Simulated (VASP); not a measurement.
A run of VASP 6.6.1 is set up as follows.

Contents of POSCAR:

```
SnMo
1.0
    3.2281709647      0.0000000000      0.0000000000
   -1.6140854824      2.7956780632      0.0000000000
    0.0000000000      0.0000000000      4.1510473765
Sn Mo
1 1
Direct
    0.0000000000      0.0000000000      0.0000000000
    0.6666666667      0.3333333333      0.5000000000
```

File INCAR.step1:

```
  ALGO = Normal
  EDIFF = 1E-4
  ENCUT = 520
  GGA = PE
  ISMEAR = 0
  LASPH = T
  LCHARG = F
  LREAL = F
  LWAVE = T
  NBANDS = 21
  NELM = 80
  PREC = Accurate
  SIGMA = 0.1
```

File INCAR.step2:

```
  ALGO = Normal
  EDIFF = 1E-6
  ENCUT = 520
  ISIF = 2
  ISMEAR = 0
  ISTART = 1
  LASPH = T
  LCHARG = F
  LMIXTAU = T
  LREAL = F
  LWAVE = F
  METAGGA = R2SCAN
  NBANDS = 21
  NELM = 80
  PREC = Accurate
  SIGMA = 0.1
```

The input KPOINTS:

```
k-points
0
Gamma
  6 6 6
```

Potentials or basis: VASP PAW PBE potentials, release 64 (Sn_d, Mo_sv).

Run with:

```console
$ cat potpaw_PBE.64/Sn_d/POTCAR potpaw_PBE.64/Mo_sv/POTCAR > POTCAR
$ cp INCAR.step1 INCAR
$ mpirun -np 1 vasp_std > vasp.out
$ cp INCAR.step2 INCAR
$ mpirun -np 1 vasp_std > vasp.out
```

Problem. What does it give for the pressure?

Solution. 0.4 GPa.

Problem. Predict the band gap on the k mesh.

Solution. Zero (band 14 reaches 11.55 eV, above the bottom of band 15 at 10.87 eV).

Stress tensor (GPa, compression positive):
```
0.32 0.00 0.00
0.00 0.32 0.00
0.00 0.00 0.50
```

Caveat: the k points lie up to 0.37 Å⁻¹ apart; the PAW data sets were made with another functional, which shifts forces and pressure a little; spin-orbit coupling is left out, which moves the levels of the heavy elements.
